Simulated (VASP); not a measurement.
# GaAs (F-43m) in VASP: G0W0 quasiparticle levels with PBE

Aim: the G0W0 quasiparticle levels of GaAs with PBE.

All numbers are computed with VASP 6.6.1; they aren't measurements. Logs are shortened: lines on timing, memory, paths and dates and some standing lists are left out, and cuts for length are marked.

### 1 The cell of the first run

The structure is cubic, space group F-43m (No. 216). The conventional cell has a = 5.666 Å, b = 5.666 Å, c = 5.666 Å, α = 90.00°, β = 90.00°, γ = 90.00°. Ga (site symmetry -43m) has 4 As at 2.45 Å within 3.2 Å. Within 3.2 Å of As (site symmetry -43m) lie 4 Ga at 2.45 Å.

### 2 G0W0 quasiparticle levels, PBE

File POSCAR:

```
GaAs
1.0
    0.0000000000      2.8330850955      2.8330850955
    2.8330850955      0.0000000000      2.8330850955
    2.8330850955      2.8330850955      0.0000000000
Ga As
1 1
Direct
    0.0000000000      0.0000000000      0.0000000000
    0.2500000000      0.2500000000      0.2500000000
```

File INCAR.step1:

```
  PREC = Accurate
  ENCUT = 500
  EDIFF = 1E-8
  ISMEAR = 0
  SIGMA = 0.01
  LREAL = False
  LASPH = True
  NELM = 80
  ALGO = Normal
  LWAVE = True
  LCHARG = False
  GGA = PE
```

File INCAR.step2:

```
  PREC = Accurate
  ENCUT = 500
  EDIFF = 1E-8
  ISMEAR = 0
  SIGMA = 0.01
  LREAL = False
  LASPH = True
  NELM = 1
  ALGO = Exact
  LWAVE = True
  LCHARG = False
  GGA = PE
  NBANDS = 198
  LOPTICS = True
  ISTART = 1
```

File INCAR.step3:

```
  PREC = Accurate
  ENCUT = 500
  EDIFF = 1E-8
  ISMEAR = 0
  SIGMA = 0.01
  LREAL = False
  LASPH = True
  ALGO = EVGW0
  LWAVE = False
  LCHARG = False
  GGA = PE
  NELMGW = 1
  NBANDS = 198
  ENCUTGW = 150.0
  NOMEGA = 96
  PRECFOCK = Fast
  ISTART = 1
  NBANDSGW = 17
  OMEGAMAX = 20
```

File KPOINTS:

```
Automatic mesh
0
Gamma
  4 4 4
```

Potentials or basis: VASP PAW PBE potentials, release 64 (Ga_d_GW, As_GW).

Run with:

```
$ cat potpaw_PBE.64/Ga_d_GW/POTCAR potpaw_PBE.64/As_GW/POTCAR > POTCAR
$ cp INCAR.step1 INCAR
$ mpirun -np 1 vasp_std > vasp.out
$ cp INCAR.step2 INCAR
$ mpirun -np 1 vasp_std > vasp.out
$ cp INCAR.step3 INCAR
$ mpirun -np 1 vasp_std > vasp.out
```

OUTCAR:

```text
PREC = Accurate
   ENCUT = 500
   EDIFF = 1E-8
   ISMEAR = 0
   LREAL = False
   LASPH = True
   GGA = PE
   NELMGW = 1
   ENCUTGW = 150.0
   PRECFOCK = Fast
   ISTART = 1

 ion  position               nearest neighbor table
   1  0.000  0.000  0.000-   2 2.45   2 2.45   2 2.45   2 2.45
   2  0.250  0.250  0.250-   1 2.45   1 2.45   1 2.45   1 2.45

  LATTYP: Found a face centered cubic cell.
 ALAT       =     5.6661701910

  Lattice vectors:

 A1 = (   0.0000000000,   2.8330850955,   2.8330850955)
 A2 = (   2.8330850955,   0.0000000000,   2.8330850955)
 A3 = (   2.8330850955,   2.8330850955,   0.0000000000)

Analysis of symmetry for initial positions (statically):
=====================================================================
 Subroutine PRICEL returns:
 Original cell was already a primitive cell.

 Routine SETGRP: Setting up the symmetry group for a
 face centered cubic supercell.

 Subroutine GETGRP returns: Found 24 space group operations
 (whereof 24 operations were pure point group operations)
 out of a pool of 48 trial point group operations.

The static configuration has the point symmetry T_d .

Analysis of symmetry for dynamics (positions and initial velocities):
=====================================================================
 Subroutine PRICEL returns:
 Original cell was already a primitive cell.

 Routine SETGRP: Setting up the symmetry group for a
 face centered cubic supercell.

 Subroutine GETGRP returns: Found 24 space group operations
 (whereof 24 operations were pure point group operations)
 out of a pool of 48 trial point group operations.

The dynamic configuration has the point symmetry T_d .

 Subroutine INISYM returns: Found 24 space group operations
 (whereof 24 operations are pure point group operations),
 and found     1 'primitive' translations

----------------------------------------------------------------------------------------

                                     Primitive cell

  volume of cell :      45.4788

  direct lattice vectors                    reciprocal lattice vectors
[... 44 lines left out ...]
  0.000000  0.000000  0.000000      1.000000
  0.250000  0.000000  0.000000      8.000000
  0.500000  0.000000  0.000000      4.000000
  0.250000  0.250000  0.000000      6.000000
  0.500000  0.250000  0.000000     24.000000
 -0.250000  0.250000  0.000000     12.000000
  0.500000  0.500000  0.000000      3.000000
 -0.250000  0.500000  0.250000      6.000000
   k-points           NKPTS =      8   k-points in BZ     NKDIM =     64   number of bands    NBANDS=    198
   number of dos      NEDOS =    301   number of ions     NIONS =      2
   total plane-waves  NPLWV =  27000
   dimension x,y,z NGX =    30 NGY =   30 NGZ =   30
   dimension x,y,z NGXF=    60 NGYF=   60 NGZF=   60
   ions per type =               1   1
   NGX,Y,Z   is equivalent  to a cutoff of  12.45, 12.45, 12.45 a.u.
   NGXF,Y,Z  is equivalent  to a cutoff of  24.90, 24.90, 24.90 a.u.
 SYSTEM =  unknown system
   PREC   = accura    normal or accurate (medium, high low for compatibility)
   ISTART =      1    job   : 0-new  1-cont  2-samecut
   ICHARG =      0    charge: 1-file 2-atom 10-const
   ISPIN  =      1    spin polarized calculation?
   LNONCOLLINEAR =      F non collinear calculations
   LSORBIT =      F    spin-orbit coupling
   LASPH  =      T    aspherical Exc in radial PAW
   ENCUT  =  500.0 eV  36.75 Ry    6.06 a.u.   7.30  7.30  7.30*2*pi/ulx,y,z
   NELM   =     60;   NELMIN=  2; NELMDL=  0     # of ELM steps
   EDIFF  = 0.1E-07   stopping-criterion for ELM
   LREAL  =      F    real-space projection
   EDIFFG = 0.1E-06   stopping-criterion for IOM
   NSW    =      0    number of steps for IOM
   IBRION =     -1    ionic relax: 0-MD 1-quasi-New 2-CG
   NFREE  =      0    steps in history (QN), initial steepest desc. (CG)
   ISIF   =      0    stress and relaxation
   ISYM   =      3    0-nonsym 1-usesym 2-fastsym
   POTIM  = 0.5000    time-step for ionic-motion
   TEBEG  =    0.0;   TEEND  =   0.0 temperature during run
   PSTRESS=    0.0 pullay stress
   NELECT =      18.0000    total number of electrons
   NUPDOWN=      -1.0000    fix difference up-down
   EMIN   =  10.00;   EMAX   =-10.00  energy-range for DOS
   EFERMI =   0.00;   METHOD = LEGACY
   ISMEAR =     0;   SIGMA  =   0.01  broadening in eV -4-tet -1-fermi 0-gaus
   EFERMI_NEDOS =   21; number of points for ismear=-14 and -15
   IALGO  =     38    algorithm
   IMIX   =      4    mixing-type and parameters
     AMIX     =   0.40;   BMIX     =  1.00
     AMIX_MAG =   1.60;   BMIX_MAG =  1.00
  volume/ion in A,a.u.               =      22.74       153.45
  Fermi-wavevector in a.u.,A,eV,Ry     =   1.201977  2.271407 19.656990  1.444748
  Thomas-Fermi vector in A             =   2.337771
   LORBIT       =      0    0 simple, 1 ext, 2 COOP (PROOUT), +10 PAW based schemes
   GGA     = PE    functional components
   LHFCALC =     T    Hartree Fock is set to
   PRECFOCK=fast      Normal, Fast or Accurate (Low or Medium for compatibility)
   ENCUT4O =  -1.0   cutoff for four orbital integrals eV
   NKREDX  =     1    reduce k-point grid by
   NKREDY  =     1    reduce k-point grid by
   NKREDZ  =     1    reduce k-point grid by
   AEXX    =    1.0000 exact exchange contribution
   HFSCREEN=    0.0000 screening length (either q_TF or 0.3 A-1)
   HFSCREENC=   0.0000 screening length for correlation (either q_TF or 0.3 A-1)
   ENCUTFOCK=  -1.0 apply spherical cutoff to Coloumb kernel
   IVDW    =     0    specifies the selected vdW correction
   LEPSILON=     F    determine dielectric tensor
   LRPA    =     F    only Hartree local field effects (RPA)
   LRPAFORCE           =     F    calculate RPA forces
   ENCUTGW             = 150.0    cutoff for response function in eV
   ENCUTGWSOFT         = 120.0    soft cutoff for Coulomb kernel in GW response function in eV
   ENCUTLF             =  -1.0    cutoff for local field effects
   NELMGW              =     1    number of iterations in solving QP/BSE equation
   NELMHF              =     1    number of iterations in the inner HF iteration
   NKREDLFX            =     1    NKREDLFY  =   1   NKREDLFZ  =   1
 non-spin polarized calculation
 Gauss-broadening in eV      SIGMA  =   0.01
  energy-cutoff  :      500.00
  volume of cell :       45.48
 maximum number of plane-waves:      1174
 NGX is ok and might be reduce to    30
  NGX = 18; NGY = 18; NGZ = 18
   NGX = 15   NGY = 15   NGZ = 15
 maximum number of plane-waves:       200
 NGX is ok and might be reduce to    18

 QP shifts <psi_nk| G(iteration)W_0 |psi_nk>: iteration 1
 for sc-GW calculations column KS-energies equals QP-energies in previous step
 and V_xc(KS)=  KS-energies - (<T + V_ion + V_H > + <T+V_H+V_ion>^1  + <V_x>^1)

 k-point   1 :       0.0000    0.0000    0.0000
  band No.  KS-energies  QP-energies   sigma(KS)   V_xc(KS)     V^pw_x(r,r')   Z            occupation Imag(sigma)

      1     -11.0129     -13.2360     -25.0453     -21.7135     -35.0689       0.6672       2.0000       0.1930
      2     -11.0129     -13.2360     -25.0453     -21.7135     -35.0689       0.6672       2.0000       0.1930
      3     -11.0129     -13.2360     -25.0453     -21.7135     -35.0689       0.6672       2.0000       0.1930
      4     -10.9369     -13.1821     -25.1691     -21.8123     -35.1674       0.6689       2.0000       0.1631
      5     -10.9369     -13.1821     -25.1691     -21.8123     -35.1674       0.6689       2.0000       0.1631
      6      -8.8466      -9.2228     -11.7402     -11.1257     -18.0789       0.6123       2.0000       0.8612
[... 143 lines left out ...]
      3     -10.9696     -13.2055     -25.1280     -21.7885     -35.1609       0.6695       2.0000       0.1863
      4     -10.9472     -13.1902     -25.1461     -21.7933     -35.1477       0.6690       2.0000       0.1653
      5     -10.9327     -13.1765     -25.1682     -21.8166     -35.1745       0.6695       2.0000       0.1629
      6      -6.3037      -6.7039     -13.0238     -12.4411     -18.5787       0.6868       2.0000       0.6506
[... 9 lines left out ...]
     16      17.0678      16.9529      -9.6246      -9.4699      -3.3931       0.7430       0.0000      -0.5989
     17      17.4175      17.3676     -10.0482      -9.9797      -3.5746       0.7286       0.0000      -0.6004
```

OUTCAR.step1:

```text
PREC = Accurate
   ENCUT = 500
   EDIFF = 1E-8
   ISMEAR = 0
   LREAL = False
[... 331 lines left out ...]
      0.00000      0.00000      0.00000        -0.000000     -0.000000     -0.000000
      1.41654      1.41654      1.41654         0.000000      0.000000      0.000000
 -----------------------------------------------------------------------------------
    total drift:                                0.000001      0.000001      0.000001

  FREE ENERGIE OF THE ION-ELECTRON SYSTEM (eV)
  ---------------------------------------------------
  free  energy   TOTEN  =        -8.0722127773 eV

  energy  without entropy=       -8.0722127773  energy(sigma->0) =       -8.07221278
```

OUTCAR.step2:

```text
PREC = Accurate
   ENCUT = 500
   EDIFF = 1E-8
   ISMEAR = 0
   LREAL = False
[... 729 lines left out ...]
     0.00000   214.47901   214.47901   214.47901     0.00000    -0.00000     0.00000
     1.95534    63.18299    63.18299    63.18299     0.00000    -0.00000     0.00000
     3.91068     4.53170     4.53170     4.53170     0.00000     0.00000    -0.00000
     5.86601   -15.32490   -15.32490   -15.32490    -0.00000    -0.00000     0.00000
     7.82135    -2.58266    -2.58266    -2.58266    -0.00000     0.00000     0.00000
     9.77669    -4.97855    -4.97855    -4.97855     0.00000     0.00000    -0.00000
[... 92 lines left out ...]
   191.62314     0.98483     0.98483     0.98483    -0.00000     0.00000    -0.00000
   193.57848     0.98518     0.98518     0.98518    -0.00000     0.00000    -0.00000
```

Run time: 3.7 min. Hardware: 1 thread of AMD EPYC 9R45 (Zen 5), shared host; peak memory 0.5 GiB.

What came out:

- Quasiparticle gap: 1.33 eV
- Least direct quasiparticle gap: 1.33 eV
- Band gap of the starting levels on the mesh: 0.45 eV
- Least direct gap of the starting levels on the mesh: 0.45 eV

Caveat: the k points lie up to 0.48 Å⁻¹ apart; bands, screening cutoff and mesh are small and nothing is extrapolated, so the quasiparticle values aren't converged.
